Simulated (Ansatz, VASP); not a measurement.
## B2SbN: VASP beside Ansatz

INCAR

```
SYSTEM = B2SbN
PREC = Accurate ; ENCUT = 520
EDIFF = 1E-6 ; ISMEAR = 0
SIGMA = 0.1 ; LREAL = .FALSE.
LASPH = .TRUE. ; NELM = 100
ALGO = Normal ; ISIF = 2
LWAVE = .FALSE. ; LCHARG = .FALSE.
GGA = PE ; NBANDS = 16
```

The input KPOINTS:

```
regular mesh
0
G
  6 6 4
  0 0 0
```

Contents of POSCAR:

```
B2SbN
1.0
    3.3446122200      0.0000000000      0.0000000000
   -1.6723061100      2.8965191500      0.0000000000
    0.0000000000      0.0000000000      7.0339338000
B Sb N
2 1 1
Direct
    0.0000000000      0.0000000000      0.6961164100
    0.0000000000      0.0000000000      0.3038835900
    0.0000000000      0.0000000000      0.0000000000
    0.0000000000      0.0000000000      0.5000000000
```

Input for Ansatz:

```yaml
crystal:
  lattice:
    - [3.34461222, 0.0, 0.0]
    - [-1.67230611, 2.89651915, 0.0]
    - [0.0, 0.0, 7.0339338]
  atoms:
    - { symbol: B, position: [0.0, 0.0, 0.69611641] }
    - { symbol: B, position: [0.0, 0.0, 0.30388359] }
    - { symbol: Sb, position: [0.0, 0.0, 0.0] }
    - { symbol: "N", position: [0.0, 0.0, 0.5] }
basis:
  ecutwfc: 420
kpoints:
  mp_grid: { grid: [6, 6, 4] }
hamiltonian:
  xc: pbe
scf:
  occupations: { method: gaussian, width: 0.1 }
  lower_state_search: "off"
output:
  forces: true
  stress: true
  eigenvalues: true
```

Alike in both runs: task single point; functional PBE; k mesh 6 × 6 × 4; occupations gaussian, width 0.1 eV; no spin polarisation.

|  | VASP | Ansatz |
| --- | --- | --- |
| version | VASP 6.6.1 | Ansatz 0.2.0 |
| potentials or method | VASP PAW PBE potentials, release 64 (B, Sb, N), cutoff 520 eV | scalar-relativistic, plane waves, PAW |
| valence electrons in the cell | 16 | 26 |

|  | VASP | Ansatz | Ansatz less VASP |
| --- | --- | --- | --- |
| gap on the k mesh at the Fermi level (eV) | none | none | - |
| pressure (GPa) | -7.1 | -7.2 | -0.16 |
| traceless stress, the component that is largest in VASP (GPa) | -3.57 | -4.07 | -0.503 |
| rms of the force components (eV/Å) | 1.984 | 1.951 | -0.0333 |

Atom by atom the forces differ by 0.033 eV/Å (rms over components). A gap of «none» marks a metal or a gap that the smearing closes. VASP's potentials hold 16 valence electrons a cell and Ansatz's 26, so a difference there can come from the potentials and not from the codes.

The k mesh is coarse, so the values compare programs but aren't converged. Spin-orbit coupling is off throughout.
